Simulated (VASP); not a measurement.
# LiF (P1) in VASP: single point with PBE

Aim: the single point of LiF with PBE.

All numbers are computed with VASP 6.6.1; they aren't measurements. Logs are shortened: lines on timing, memory, paths and dates and some standing lists are left out, and cuts for length are marked.

### 1 The cell of the first run

The typed cell holds 2 atoms: a = 2.792 Å, b = 2.746 Å, c = 2.719 Å, α = 58.70°, β = 59.87°, γ = 59.81°.

### 2 Single point, PBE (atoms moved at random and the cell strained at random)

File INCAR:

```
SYSTEM = LiF
  PREC = Accurate
  ENCUT = 520
  EDIFF = 1E-7
  ISMEAR = 0
  SIGMA = 0.02
  LREAL = .FALSE.
  LASPH = .TRUE.
  NELM = 80
  ALGO = Normal
  ISIF = 2
  LWAVE = .FALSE.
  LCHARG = .TRUE.
  GGA = PE
  LELF = .TRUE.
  LVHAR = .TRUE.
  NBANDS = 12
```

File KPOINTS:

```
Automatic mesh
0
G
  10 10 10
  0 0 0
```

File POSCAR:

```
LiF
1.0
   -0.0166557800      1.9686245800      1.9801849400
    1.9444968600      0.0252354200      1.9382937400
    1.9310634800      1.9133000000      0.0386688000
Li F
1 1
Direct
    0.0868073486      0.0008788481     -0.0887189672
    0.4131926514      0.4991211519      0.5887189672
```

Potentials or basis: VASP PAW PBE potentials, release 64 (Li_sv, F).

On the command line:

```bash
cat potpaw_PBE.64/Li_sv/POTCAR potpaw_PBE.64/F/POTCAR > POTCAR
mpirun -np 1 vasp_std > vasp.out
```

OUTCAR:

```text
SYSTEM = LiF
   PREC = Accurate
   ENCUT = 520
   EDIFF = 1E-7
   ISMEAR = 0
   LREAL = .FALSE.
   LASPH = .TRUE.
   NELM = 80
   ISIF = 2
   GGA = PE

 ion  position               nearest neighbor table
   1  0.087  0.001  0.911-   2 1.64   2 1.64   2 1.98   2 2.00
   2  0.413  0.499  0.589-   1 1.64   1 1.64   1 1.98   1 2.00

  LATTYP: Found a triclinic cell.
 ALAT       =     2.7612743394
 B/A-ratio  =     1.3970534347
 C/A-ratio  =     2.2269157766
 COS(alpha) =     0.0016209920
 COS(beta)  =     0.6699318278
 COS(gamma) =     0.7094832102

  Lattice vectors:

 A1 = (  -1.9611526400,   1.9433891600,   0.0418912000)
 A2 = (  -0.0300891600,   3.8566891600,   0.0805600000)
 A3 = (  -5.8367129800,   0.0048537400,  -1.9350713400)

Analysis of symmetry for initial positions (statically):
=====================================================================
 Subroutine PRICEL returns:
 Original cell was already a primitive cell.

 Routine SETGRP: Setting up the symmetry group for a
 triclinic supercell.

 Subroutine GETGRP returns: Found  1 space group operations
 (whereof  1 operations were pure point group operations)
 out of a pool of  2 trial point group operations.

The static configuration has the point symmetry C_1 .

Analysis of symmetry for dynamics (positions and initial velocities):
=====================================================================
 Subroutine PRICEL returns:
 Original cell was already a primitive cell.

 Routine SETGRP: Setting up the symmetry group for a
 triclinic supercell.

 Subroutine GETGRP returns: Found  1 space group operations
 (whereof  1 operations were pure point group operations)
 out of a pool of  2 trial point group operations.

The dynamic configuration has the point symmetry C_1 .

 Subroutine INISYM returns: Found  1 space group operations
 (whereof  1 operations are pure point group operations),
 and found     1 'primitive' translations

----------------------------------------------------------------------------------------

                                     Primitive cell

  volume of cell :      14.5528

  direct lattice vectors                    reciprocal lattice vectors
    -0.016655780  1.968624580  1.980184940    -0.254765801  0.252031988  0.252299823
     1.944496860  0.025235420  1.938293740     0.255109508 -0.262801719  0.263413261
     1.931063480  1.913300000  0.038668800     0.258767795  0.266803713 -0.263069554

  length of vectors
     2.792291630  2.745667039  2.718679520     0.438270393  0.451145376  0.455357643

  position of ions in fractional coordinates (direct lattice)
     0.086807349  0.000878848  0.911281033
     0.413192651  0.499121152  0.588718967

  ion indices of the primitive-cell ions
   primitive index   ion index
                 1           1
                 2           2

----------------------------------------------------------------------------------------

 KPOINTS: Automatic mesh

Automatic generation of k-mesh.
 Grid dimensions read from file:
 generate k-points for:   10   10   10

 Generating k-lattice:

  Cartesian coordinates                     Fractional coordinates (reciprocal lattice)
    -0.025476580  0.025203199  0.025229982     0.100000000  0.000000000  0.000000000
     0.025510951 -0.026280172  0.026341326     0.000000000  0.100000000 -0.000000000
     0.025876780  0.026680371 -0.026306955    -0.000000000 -0.000000000  0.100000000

  Length of vectors
     0.043827039  0.045114538  0.045535764

  Shift w.r.t. Gamma in fractional coordinates (k-lattice)
     0.000000000  0.000000000  0.000000000

 Subroutine IBZKPT returns following result:
 ===========================================

 Found    504 irreducible k-points:

 Following reciprocal coordinates:
            Coordinates               Weight
  0.000000  0.000000  0.000000      1.000000
  0.100000 -0.000000  0.000000      2.000000
  0.200000 -0.000000  0.000000      2.000000
  0.300000 -0.000000  0.000000      2.000000
  0.400000 -0.000000 -0.000000      2.000000
  0.500000 -0.000000  0.000000      1.000000
[... 16 lines left out ...]
 -0.400000  0.200000 -0.000000      2.000000
 -0.300000  0.200000 -0.000000      2.000000
 [... further k-points ...]
   k-points           NKPTS =    504   k-points in BZ     NKDIM =    504   number of bands    NBANDS=     12
   number of dos      NEDOS =    301   number of ions     NIONS =      2
   total plane-waves  NPLWV =   9600
   dimension x,y,z NGX =    24 NGY =   20 NGZ =   20
   dimension x,y,z NGXF=    48 NGYF=   40 NGZF=   40
   ions per type =               1   1
   NGX,Y,Z   is equivalent  to a cutoff of  14.29, 12.11, 12.23 a.u.
   NGXF,Y,Z  is equivalent  to a cutoff of  28.58, 24.22, 24.46 a.u.
 SYSTEM =  LiF
   PREC   = accura    normal or accurate (medium, high low for compatibility)
   ISTART =      0    job   : 0-new  1-cont  2-samecut
   ICHARG =      2    charge: 1-file 2-atom 10-const
   ISPIN  =      1    spin polarized calculation?
   LNONCOLLINEAR =      F non collinear calculations
   LSORBIT =      F    spin-orbit coupling
   LASPH  =      T    aspherical Exc in radial PAW
   ENCUT  =  520.0 eV  38.22 Ry    6.18 a.u.   5.19  5.11  5.05*2*pi/ulx,y,z
   NELM   =     80;   NELMIN=  2; NELMDL= -5     # of ELM steps
   EDIFF  = 0.1E-06   stopping-criterion for ELM
   LREAL  =      F    real-space projection
   EDIFFG = 0.1E-05   stopping-criterion for IOM
   NSW    =      0    number of steps for IOM
   IBRION =     -1    ionic relax: 0-MD 1-quasi-New 2-CG
   NFREE  =      0    steps in history (QN), initial steepest desc. (CG)
   ISIF   =      2    stress and relaxation
   ISYM   =      2    0-nonsym 1-usesym 2-fastsym
   POTIM  = 0.5000    time-step for ionic-motion
   TEBEG  =    0.0;   TEEND  =   0.0 temperature during run
   PSTRESS=    0.0 pullay stress
   NELECT =      10.0000    total number of electrons
   NUPDOWN=      -1.0000    fix difference up-down
   EMIN   =  10.00;   EMAX   =-10.00  energy-range for DOS
   EFERMI =   0.00;   METHOD = LEGACY
   ISMEAR =     0;   SIGMA  =   0.02  broadening in eV -4-tet -1-fermi 0-gaus
   EFERMI_NEDOS =   21; number of points for ismear=-14 and -15
   IALGO  =     38    algorithm
   IMIX   =      4    mixing-type and parameters
     AMIX     =   0.40;   BMIX     =  1.00
     AMIX_MAG =   1.60;   BMIX_MAG =  1.00
  volume/ion in A,a.u.               =       7.28        49.10
  Fermi-wavevector in a.u.,A,eV,Ry     =   1.444638  2.729970 28.395079  2.086979
  Thomas-Fermi vector in A             =   2.562910
   LORBIT       =      0    0 simple, 1 ext, 2 COOP (PROOUT), +10 PAW based schemes
   GGA     = PE    functional components
   LHFCALC =     F    Hartree Fock is set to
   AEXX    =    0.0000 exact exchange contribution
   IVDW    =     0    specifies the selected vdW correction
   LEPSILON=     F    determine dielectric tensor
   LRPA    =     F    only Hartree local field effects (RPA)
 non-spin polarized calculation
 Gauss-broadening in eV      SIGMA  =   0.02
  energy-cutoff  :      520.00
  volume of cell :       14.55
 maximum number of plane-waves:       401
 NGX is ok and might be reduce to    24
   NGX = 11   NGY = 11   NGZ = 11

 number of electron      10.0000000 magnetization

 Free energy of the ion-electron system (eV)
  ---------------------------------------------------
  ext. energy  EPLUGINS =         0.00000000
  ---------------------------------------------------
  free energy    TOTEN  =        -9.15246534 eV

  energy without entropy =       -9.15246534  energy(sigma->0) =       -9.15246534

 E-fermi :  -0.0208     XC(G=0): -10.4559

 val. band max:       -0.1606312760   @ k =   0.0000   0.0000   0.0000
 cond. band min:       9.4063576840   @ k =   0.0000   0.0000   0.0000
 fundamental gap:      9.5669889601
 Fermi energy:        -0.0207831270

 k-point     1 :       0.0000    0.0000    0.0000
  band No.  band energies     occupation
      1     -40.8573      2.00000
      2     -20.5841      2.00000
      3      -0.7588      2.00000
      4      -0.3739      2.00000
      5      -0.1606      2.00000
      6       9.4064      0.00000
      7      22.2170      0.00000
      8      23.4457      0.00000
      9      25.2057      0.00000
     10      25.9710      0.00000
     11      27.9824      0.00000
     12      28.9475      0.00000

 k-point     2 :       0.1000   -0.0000    0.0000
  band No.  band energies     occupation
      1     -40.8484      2.00000
      2     -20.5427      2.00000
      3      -0.7936      2.00000
      4      -0.7088      2.00000
      5      -0.1896      2.00000
      6       9.7363      0.00000
      7      21.0385      0.00000
      8      23.1809      0.00000
      9      24.3950      0.00000
     10      26.4864      0.00000
     11      27.5282      0.00000
     12      29.6277      0.00000

 k-point     3 :       0.2000   -0.0000    0.0000
  band No.  band energies     occupation
      1     -40.8253      2.00000
      2     -20.4331      2.00000
      3      -1.5433      2.00000
      4      -0.8458      2.00000
      5      -0.2677      2.00000
      6      10.4875      0.00000
      7      19.1349      0.00000
      8      22.3708      0.00000
      9      23.0061      0.00000
     10      27.6037      0.00000
     11      28.0837      0.00000
     12      30.2366      0.00000

 k-point     4 :       0.3000   -0.0000    0.0000
  band No.  band energies     occupation
      1     -40.7968      2.00000
      2     -20.2906      2.00000
      3      -2.4520      2.00000
      4      -0.9246      2.00000
      5      -0.3626      2.00000
      6      11.2088      0.00000
      7      17.7371      0.00000
      8      21.4704      0.00000
      9      21.7965      0.00000
     10      29.1669      0.00000
     11      29.5322      0.00000
     12      31.5002      0.00000

 k-point     5 :       0.4000   -0.0000   -0.0000
  band No.  band energies     occupation
      1     -40.7738      2.00000
      2     -20.1695      2.00000
      3      -3.1302      2.00000
      4      -0.9862      2.00000
      5      -0.4377      2.00000
      6      11.5976      0.00000
      7      17.0439      0.00000
      8      20.8116      0.00000
      9      21.1133      0.00000
     10      30.8920      0.00000
     11      31.2906      0.00000
     12      32.8514      0.00000
[... 228 lines left out ...]
      1     -40.7619      2.00000
      2     -20.1490      2.00000
      3      -2.8133      2.00000
      4      -1.2673      2.00000
      5      -0.8933      2.00000
      6      12.2751      0.00000
      7      16.9622      0.00000
      8      19.7569      0.00000
      9      22.8539      0.00000
     10      25.6622      0.00000
     11      34.0902      0.00000
     12      35.7227      0.00000

 k-point    22 :       0.5000    0.2000    0.0000
  band No.  band energies     occupation
      1     -40.7464      2.00000
      2     -20.0594      2.00000
      3      -3.2030      2.00000
      4      -1.4911      2.00000
      5      -0.8903      2.00000
      6      12.7018      0.00000
      7      16.4838      0.00000
      8      19.2785      0.00000
      9      22.7397      0.00000
     10      27.3512      0.00000
     11      33.9076      0.00000
     12      35.2378      0.00000

 k-point    23 :      -0.4000    0.2000   -0.0000
  band No.  band energies     occupation
      1     -40.7438      2.00000
      2     -20.0528      2.00000
      3      -3.2281      2.00000
      4      -1.6202      2.00000
      5      -0.8008      2.00000
      6      12.8577      0.00000
      7      16.2691      0.00000
      8      19.1357      0.00000
      9      22.7885      0.00000
     10      29.1399      0.00000
     11      32.1134      0.00000
     12      33.9643      0.00000

 k-point    24 :      -0.3000    0.2000   -0.0000
  band No.  band energies     occupation
      1     -40.7551      2.00000
      2     -20.1329      2.00000
      3      -2.8952      2.00000
      4      -1.5838      2.00000
      5      -0.6592      2.00000
      6      12.5589      0.00000
      7      16.5392      0.00000
      8      19.3491      0.00000
      9      22.8907      0.00000
     10      29.8263      0.00000
     11      30.7975      0.00000
     12      32.3774      0.00000

 [... further k-points ...]

------------------------ aborting loop because EDIFF is reached ----------------------------------------

  FORCE on cell =-STRESS in cart. coord.  units (eV):
  Direction    XX          YY          ZZ          XY          YZ          ZX
  --------------------------------------------------------------------------------------
  -------------------------------------------------------------------------------------
  Total        3.3001022      0.8596989      3.3743056      0.0717947     -0.2141794      0.9394034
  in kB      363.3211846     94.6476238    371.4905340      7.9041585    -23.5798499    103.4225984
  external PRESSURE =     276.4864475 kB  Pullay stress =       0.0000000 kB

 VOLUME and BASIS-vectors are now :
 -----------------------------------------------------------------------------
  energy-cutoff  :      520.00
  volume of cell :       14.55
      direct lattice vectors                 reciprocal lattice vectors
    -0.016655780  1.968624580  1.980184940    -0.254765801  0.252031988  0.252299823
     1.944496860  0.025235420  1.938293740     0.255109508 -0.262801719  0.263413261
     1.931063480  1.913300000  0.038668800     0.258767795  0.266803713 -0.263069554

 POSITION                                       TOTAL-FORCE (eV/Angst)
 -----------------------------------------------------------------------------------
      1.76000      1.91447      0.20884         1.301461     -0.049956     -1.350874
      2.10051      1.95241      1.80841        -1.301461      0.049956      1.350874
 -----------------------------------------------------------------------------------
    total drift:                               -0.000787      0.000260      0.000347

  FREE ENERGIE OF THE ION-ELECTRON SYSTEM (eV)
  ---------------------------------------------------
  free  energy   TOTEN  =        -9.1524653421 eV

  energy  without entropy=       -9.1524653421  energy(sigma->0) =       -9.15246534
```

It took 1.7 min on 1 thread of Intel Xeon 6975P-C, shared host; peak memory 0.19 GiB.

Results:

| Quantity | Value |
| --- | --- |
| Free energy | -9.1525 eV |
| Largest force | 1.876 eV/Å |
| Band gap on the k mesh | 9.57 eV, direct |

Forces in eV/Å, atoms in the order of the input:
```
Li   1.301 -0.050 -1.351
F   -1.301  0.050  1.351
```

Caveat: the cell differs from its parent crystal (atoms moved at random and the cell strained at random); the cutoff is under 1.25 times the usual one of these potentials, so pressure, stress and relaxed cells hold a basis-set (Pulay) error; forces of over 1 eV/Å act on the atoms, so gaps and moduli don't describe the material at rest.
